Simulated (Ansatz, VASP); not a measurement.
One calculation of Au, two programs

```
Au
1.0
     2.96801    0.00000    0.00000
    -1.48401    2.57037    0.00000
     0.00000    0.00000    9.93921
Au
4
Direct
  0.00000 0.00000 0.00000
  0.00000 0.00000 0.50000
  0.33333 0.66667 0.25000
  0.66667 0.33333 0.75000
```

Alike in both runs: task single point; functional r2SCAN; k mesh 14 × 14 × 4; occupations fermi-dirac, width 0.1 eV; no spin polarisation.

```csv
,VASP,Ansatz
version,VASP 6.6.1,Ansatz 0.2.0
potentials or method,"VASP PAW PBE potentials, release 64 (Au), cutoff 520 eV","plane waves (500 eV) with PAW, scalar-relativistic"
valence electrons in the cell,44,76
```

|  | VASP | Ansatz | Ansatz less VASP |
| --- | --- | --- | --- |
| pressure (GPa) | -9.1 | -9.2 | -0.13 |
| traceless stress, the component that is largest in VASP (GPa) | -0.15 | -0.13 | +0.016 |

VASP's potentials were made for PBE, not for r2SCAN. The functional is the same, so the differences come from potentials, cutoffs and numerics. VASP's potentials hold 44 valence electrons a cell and Ansatz's 76, so a difference there can come from the potentials and not from the codes.

Spin-orbit coupling is off throughout.
